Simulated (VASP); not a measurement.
Ni:

```xyz
1
Lattice="0.0000 1.7604 1.7604 1.7604 0.0000 1.7604 1.7604 1.7604 0.0000" Properties=species:S:1:pos:R:3 pbc="T T T"
Ni    0.0000    0.0000    0.0000
```

Base run:

* Program: VASP 6.6.1
* Functional: PBE
* Potentials or basis: VASP PAW PBE potentials, release 64 (Ni)
* Cutoff: 520 eV
* k mesh: 13 × 13 × 13
* Occupations: fermi-dirac, width 0.05 eV
* Spin: collinear spin, ferromagnetic start
* Starting moments: [1.0] μB

Its results: pressure -0.4 GPa; net moment 0.63 μB per cell; site moments Ni +0.64 μB.

**Question.** The run is repeated on the same cell with these changes: functional from PBE to PBEsol. What comes out?

**Answer.** Pressure -10.1 GPa; net moment 0.63 μB per cell; site moments Ni +0.64 μB.

PBEsol binds more tightly than PBE, so the same cell stands under less pressure.

Caveats: the PAW data sets were made with another functional, which shifts forces and pressure a little (some runs).
